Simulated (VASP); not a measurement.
# TmO4 (Pm-3m) in VASP: single point with PBE

Aim: the single point of TmO4 with PBE.

Everything below comes from runs of VASP 6.6.1. Logs are shortened: lines on timing, memory, paths and dates and some standing lists are left out, and cuts for length are marked.

## Step 1: The cell of the first run

The structure is cubic, space group Pm-3m (No. 221). Conventional cell: a = 3.946 Å, b = 3.946 Å, c = 3.946 Å, α = 90.00°, β = 90.00°, γ = 90.00°. Within 2.6 Å of Tm (site symmetry m-3m) lie 6 O at 1.97 Å. O (site symmetry m-3m) has 12 O at 2.79 Å and 8 Tm at 3.42 Å within 3.7 Å. O (site symmetry 4/mmm) has 2 Tm at 1.97 Å within 2.6 Å.

## Step 2: Single point, PBE

INCAR

```
PREC     = Accurate       # precision mode
ENCUT    = 520            # plane-wave cutoff, eV
EDIFF    = 1E-6           # SCF threshold, eV
ISMEAR   = 0              # smearing method
SIGMA    = 0.1            # smearing width, eV
LREAL    = F              # projectors in reciprocal space
LASPH    = T              # aspherical terms in the spheres
NELM     = 80             # most SCF steps
ALGO     = Normal         # electronic algorithm
ISIF     = 2              # what is computed and relaxed
LWAVE    = F              # write WAVECAR
LCHARG   = F              # write CHGCAR
GGA      = PE             # functional
NBANDS   = 32             # bands
```

KPOINTS

```
Automatic mesh
0
Gamma
  4 4 4
```

POSCAR

```
TmO4
1.0
    3.9460329900      0.0000000000      0.0000000000
    0.0000000000      3.9460329900      0.0000000000
    0.0000000000      0.0000000000      3.9460329900
Tm O
1 4
Direct
    0.5000000000      0.5000000000      0.5000000000
    0.0000000000      0.0000000000      0.0000000000
    0.5000000000      0.5000000000      0.0000000000
    0.5000000000      0.0000000000      0.5000000000
    0.0000000000      0.5000000000      0.5000000000
```

Potentials or basis: VASP PAW PBE potentials, release 64 (Tm, O).

The run is started by

```
cat potpaw_PBE.64/Tm/POTCAR potpaw_PBE.64/O/POTCAR > POTCAR
mpirun -np 1 vasp_std > vasp.out
```

OUTCAR:

```text
PREC = Accurate
   ENCUT = 520
   EDIFF = 1E-6
   ISMEAR = 0
   LREAL = F
   LASPH = T
   NELM = 80
   ISIF = 2
   GGA = PE

 ion  position               nearest neighbor table
   1  0.500  0.500  0.500-   3 1.97   4 1.97   5 1.97   3 1.97   4 1.97   5 1.97
   2  0.000  0.000  0.000-
   3  0.500  0.500  0.000-   1 1.97   1 1.97
   4  0.500  0.000  0.500-   1 1.97   1 1.97
   5  0.000  0.500  0.500-   1 1.97   1 1.97

  LATTYP: Found a simple cubic cell.
 ALAT       =     3.9460329900

  Lattice vectors:

 A1 = (   3.9460329900,   0.0000000000,   0.0000000000)
 A2 = (   0.0000000000,   3.9460329900,   0.0000000000)
 A3 = (   0.0000000000,   0.0000000000,   3.9460329900)

Analysis of symmetry for initial positions (statically):
=====================================================================
 Subroutine PRICEL returns:
 Original cell was already a primitive cell.

 Routine SETGRP: Setting up the symmetry group for a
 simple cubic supercell.

 Subroutine GETGRP returns: Found 48 space group operations
[... 9 lines left out ...]

 Routine SETGRP: Setting up the symmetry group for a
 simple cubic supercell.

 Subroutine GETGRP returns: Found 48 space group operations
[... 11 lines left out ...]
                                     Primitive cell

  volume of cell :      61.4444

  direct lattice vectors                    reciprocal lattice vectors
     3.946032990  0.000000000  0.000000000     0.253419067  0.000000000  0.000000000
     0.000000000  3.946032990  0.000000000     0.000000000  0.253419067  0.000000000
     0.000000000  0.000000000  3.946032990     0.000000000  0.000000000  0.253419067

  length of vectors
     3.946032990  3.946032990  3.946032990     0.253419067  0.253419067  0.253419067

  position of ions in fractional coordinates (direct lattice)
     0.500000000  0.500000000  0.500000000
     0.000000000  0.000000000  0.000000000
     0.500000000  0.500000000  0.000000000
     0.500000000  0.000000000  0.500000000
     0.000000000  0.500000000  0.500000000

  ion indices of the primitive-cell ions
   primitive index   ion index
                 1           1
                 2           2
                 3           3
                 4           4
                 5           5

----------------------------------------------------------------------------------------

 KPOINTS: Automatic mesh

Automatic generation of k-mesh.
 Grid dimensions read from file:
 generate k-points for:    4    4    4

 Generating k-lattice:

  Cartesian coordinates                     Fractional coordinates (reciprocal lattice)
     0.063354767  0.000000000  0.000000000     0.250000000  0.000000000  0.000000000
     0.000000000  0.063354767  0.000000000     0.000000000  0.250000000  0.000000000
     0.000000000  0.000000000  0.063354767     0.000000000  0.000000000  0.250000000

  Length of vectors
     0.063354767  0.063354767  0.063354767

  Shift w.r.t. Gamma in fractional coordinates (k-lattice)
     0.000000000  0.000000000  0.000000000

 Subroutine IBZKPT returns following result:
 ===========================================

 Found     10 irreducible k-points:

 Following reciprocal coordinates:
            Coordinates               Weight
  0.000000  0.000000  0.000000      1.000000
  0.250000  0.000000  0.000000      6.000000
  0.500000  0.000000  0.000000      3.000000
  0.250000  0.250000  0.000000     12.000000
  0.500000  0.250000  0.000000     12.000000
  0.500000  0.500000  0.000000      3.000000
  0.250000  0.250000  0.250000      8.000000
  0.500000  0.250000  0.250000     12.000000
  0.500000  0.500000  0.250000      6.000000
  0.500000  0.500000  0.500000      1.000000
   k-points           NKPTS =     10   k-points in BZ     NKDIM =     10   number of bands    NBANDS=     32
   number of dos      NEDOS =    301   number of ions     NIONS =      5
   total plane-waves  NPLWV =  27000
   dimension x,y,z NGX =    30 NGY =   30 NGZ =   30
   dimension x,y,z NGXF=    60 NGYF=   60 NGZF=   60
   ions per type =               1   4
   NGX,Y,Z   is equivalent  to a cutoff of  12.64, 12.64, 12.64 a.u.
   NGXF,Y,Z  is equivalent  to a cutoff of  25.28, 25.28, 25.28 a.u.
 SYSTEM =  unknown system
   PREC   = accura    normal or accurate (medium, high low for compatibility)
   ISTART =      0    job   : 0-new  1-cont  2-samecut
   ICHARG =      2    charge: 1-file 2-atom 10-const
   ISPIN  =      1    spin polarized calculation?
   LNONCOLLINEAR =      F non collinear calculations
   LSORBIT =      F    spin-orbit coupling
   LASPH  =      T    aspherical Exc in radial PAW
   ENCUT  =  520.0 eV  38.22 Ry    6.18 a.u.   7.34  7.34  7.34*2*pi/ulx,y,z
   NELM   =     80;   NELMIN=  2; NELMDL= -5     # of ELM steps
   EDIFF  = 0.1E-05   stopping-criterion for ELM
   LREAL  =      F    real-space projection
   EDIFFG = 0.1E-04   stopping-criterion for IOM
   NSW    =      0    number of steps for IOM
   IBRION =     -1    ionic relax: 0-MD 1-quasi-New 2-CG
   NFREE  =      0    steps in history (QN), initial steepest desc. (CG)
   ISIF   =      2    stress and relaxation
   ISYM   =      2    0-nonsym 1-usesym 2-fastsym
   POTIM  = 0.5000    time-step for ionic-motion
   TEBEG  =    0.0;   TEEND  =   0.0 temperature during run
   PSTRESS=    0.0 pullay stress
   NELECT =      47.0000    total number of electrons
   NUPDOWN=      -1.0000    fix difference up-down
   EMIN   =  10.00;   EMAX   =-10.00  energy-range for DOS
   EFERMI =   0.00;   METHOD = LEGACY
   ISMEAR =     0;   SIGMA  =   0.10  broadening in eV -4-tet -1-fermi 0-gaus
   EFERMI_NEDOS =   21; number of points for ismear=-14 and -15
   IALGO  =     38    algorithm
   IMIX   =      4    mixing-type and parameters
     AMIX     =   0.40;   BMIX     =  1.00
     AMIX_MAG =   1.60;   BMIX_MAG =  1.00
  volume/ion in A,a.u.               =      12.29        82.93
  Fermi-wavevector in a.u.,A,eV,Ry     =   1.497201  2.829299 30.498962  2.241610
  Thomas-Fermi vector in A             =   2.609119
   LORBIT       =      0    0 simple, 1 ext, 2 COOP (PROOUT), +10 PAW based schemes
   GGA     = PE    functional components
   LHFCALC =     F    Hartree Fock is set to
   AEXX    =    0.0000 exact exchange contribution
   IVDW    =     0    specifies the selected vdW correction
   LEPSILON=     F    determine dielectric tensor
   LRPA    =     F    only Hartree local field effects (RPA)
 non-spin polarized calculation
 Gauss-broadening in eV      SIGMA  =   0.10
  energy-cutoff  :      520.00
  volume of cell :       61.44
 maximum number of plane-waves:      1671
 NGX is ok and might be reduce to    30
   NGX = 15   NGY = 15   NGZ = 15

 number of electron      47.0000010 magnetization

 Free energy of the ion-electron system (eV)
  ---------------------------------------------------
  ext. energy  EPLUGINS =         0.00000000
  ---------------------------------------------------
  free energy    TOTEN  =       -23.00686476 eV

  energy without entropy =      -22.91276417  energy(sigma->0) =      -22.95981447

 E-fermi :  -0.7139     XC(G=0): -10.6351

 val. band max:       -0.7202809268   @ k =   0.5000   0.2500   0.2500
 cond. band min:      -0.7112470855   @ k =   0.5000   0.0000   0.0000
 fundamental gap:      0.0090338413
 Fermi energy:        -0.7139406190

 k-point     1 :       0.0000    0.0000    0.0000
  band No.  band energies     occupation
      1     -48.9376      2.00000
      2     -22.3896      2.00000
      3     -22.3896      2.00000
      4     -22.3896      2.00000
      5     -18.0407      2.00000
      6     -17.5376      2.00000
[... 24 lines left out ...]
     31       8.8026      0.00000
     32      12.0519      0.00000

 k-point     2 :       0.2500    0.0000    0.0000
  band No.  band energies     occupation
      1     -48.9341      2.00000
      2     -23.0052      2.00000
      3     -22.3793      2.00000
      4     -22.3793      2.00000
      5     -17.8225      2.00000
      6     -17.5297      2.00000
[... 24 lines left out ...]
     31       9.7274      0.00000
     32      12.4502      0.00000

 k-point     3 :       0.5000    0.0000    0.0000
  band No.  band energies     occupation
      1     -48.9307      2.00000
      2     -23.4635      2.00000
      3     -22.3689      2.00000
      4     -22.3689      2.00000
      5     -17.7134      2.00000
      6     -17.5214      2.00000
[... 24 lines left out ...]
     31      11.5584      0.00000
     32      11.5767      0.00000

 k-point     4 :       0.2500    0.2500    0.0000
  band No.  band energies     occupation
      1     -48.9307      2.00000
      2     -22.9991      2.00000
      3     -22.9854      2.00000
      4     -22.3690      2.00000
      5     -17.6531      2.00000
      6     -16.5843      2.00000
[... 24 lines left out ...]
     31      10.5164      0.00000
     32      13.0679      0.00000

 k-point     5 :       0.5000    0.2500    0.0000
  band No.  band energies     occupation
      1     -48.9273      2.00000
      2     -23.4496      2.00000
      3     -22.9794      2.00000
      4     -22.3587      2.00000
      5     -17.6090      2.00000
      6     -16.2909      2.00000
[... 24 lines left out ...]
     31      12.1954      0.00000
     32      12.2015      0.00000

 k-point     6 :       0.5000    0.5000    0.0000
  band No.  band energies     occupation
      1     -48.9239      2.00000
      2     -23.4356      2.00000
      3     -23.4356      2.00000
      4     -22.3485      2.00000
      5     -17.5941      2.00000
      6     -16.2678      2.00000
[... 24 lines left out ...]
     31      13.2207      0.00000
     32      13.5575      0.00000

 k-point     7 :       0.2500    0.2500    0.2500
  band No.  band energies     occupation
      1     -48.9273      2.00000
      2     -22.9923      2.00000
      3     -22.9742      2.00000
      4     -22.9742      2.00000
      5     -16.6000      2.00000
      6     -16.2447      2.00000
[... 24 lines left out ...]
     31      11.1881      0.00000
     32      13.7969      0.00000

 k-point     8 :       0.5000    0.2500    0.2500
  band No.  band energies     occupation
      1     -48.9239      2.00000
      2     -23.4368      2.00000
      3     -22.9734      2.00000
      4     -22.9630      2.00000
      5     -16.3253      2.00000
      6     -16.2695      2.00000
[... 24 lines left out ...]
     31      12.5833      0.00000
     32      12.8807      0.00000

 k-point     9 :       0.5000    0.5000    0.2500
  band No.  band energies     occupation
      1     -48.9205      2.00000
      2     -23.4239      2.00000
      3     -23.4239      2.00000
      4     -22.9570      2.00000
      5     -16.2708      2.00000
      6     -16.2475      2.00000
[... 24 lines left out ...]
     31      13.7919      0.00000
     32      14.1645      0.00000

 k-point    10 :       0.5000    0.5000    0.5000
  band No.  band energies     occupation
      1     -48.9171      2.00000
      2     -23.4121      2.00000
      3     -23.4121      2.00000
      4     -23.4121      2.00000
      5     -16.2269      2.00000
      6     -14.9113      2.00000
[... 24 lines left out ...]
     31      13.3385      0.00000
     32      14.0429      0.00000

------------------------ aborting loop because EDIFF is reached ----------------------------------------

  FORCE on cell =-STRESS in cart. coord.  units (eV):
  Direction    XX          YY          ZZ          XY          YZ          ZX
  --------------------------------------------------------------------------------------
  -------------------------------------------------------------------------------------
  Total        8.8511648      8.8511648      8.8511648      0.0000000      0.0000000     -0.0000000
  in kB      230.7963181    230.7963181    230.7963181      0.0000000      0.0000000     -0.0000000
  external PRESSURE =     230.7963181 kB  Pullay stress =       0.0000000 kB

 VOLUME and BASIS-vectors are now :
 -----------------------------------------------------------------------------
  energy-cutoff  :      520.00
  volume of cell :       61.44
      direct lattice vectors                 reciprocal lattice vectors
     3.946032990  0.000000000  0.000000000     0.253419067  0.000000000  0.000000000
     0.000000000  3.946032990  0.000000000     0.000000000  0.253419067  0.000000000
     0.000000000  0.000000000  3.946032990     0.000000000  0.000000000  0.253419067

 POSITION                                       TOTAL-FORCE (eV/Angst)
 -----------------------------------------------------------------------------------
      1.97302      1.97302      1.97302         0.000000      0.000000      0.000000
      0.00000      0.00000      0.00000         0.000000      0.000000      0.000000
      1.97302      1.97302      0.00000         0.000000      0.000000      0.000000
      1.97302      0.00000      1.97302         0.000000      0.000000      0.000000
      0.00000      1.97302      1.97302         0.000000      0.000000      0.000000
 -----------------------------------------------------------------------------------
    total drift:                                0.000000      0.000000     -0.000000

  FREE ENERGIE OF THE ION-ELECTRON SYSTEM (eV)
  ---------------------------------------------------
  free  energy   TOTEN  =       -23.0068647611 eV

  energy  without entropy=      -22.9127641704  energy(sigma->0) =      -22.95981447
```

Wall time 42 s (1 thread of Intel Xeon Platinum 8559C (Emerald Rapids), shared host); peak memory 0.18 GiB.

Results:

| Property | Result |
| --- | --- |
| Free energy | -23.0069 eV |
| Pressure | 23.1 GPa |

Levels at points of the mesh, in eV from the Fermi level:
```csv
k point,band 22,band 23,band 24,band 25,band 26,band 27
"(0.00, 0.00, 0.00)",0.29,0.29,0.29,1.26,1.26,1.26
"(0.50, 0.00, 0.00)",-0.28,-0.09,-0.09,0.00,1.17,1.17
"(0.50, 0.50, 0.00)",-0.62,-0.43,-0.11,0.44,0.44,1.03
"(0.50, 0.50, 0.50)",-0.10,-0.10,-0.10,0.12,0.12,0.12
```

Caveat: the k points lie up to 0.40 Å⁻¹ apart; spin-orbit coupling is left out, which moves the levels of the heavy elements; an odd number of electrons without spin polarisation forces a metal; a magnetic or distorted state may lie lower; the run has no spin polarisation, though such a crystal can be magnetic; without U or exact exchange the open f shell lies at the Fermi level, which spoils levels, moments and volumes. With open d or f shells a metallic result of PBE can be an artefact of self-interaction; +U or a hybrid may open a gap.
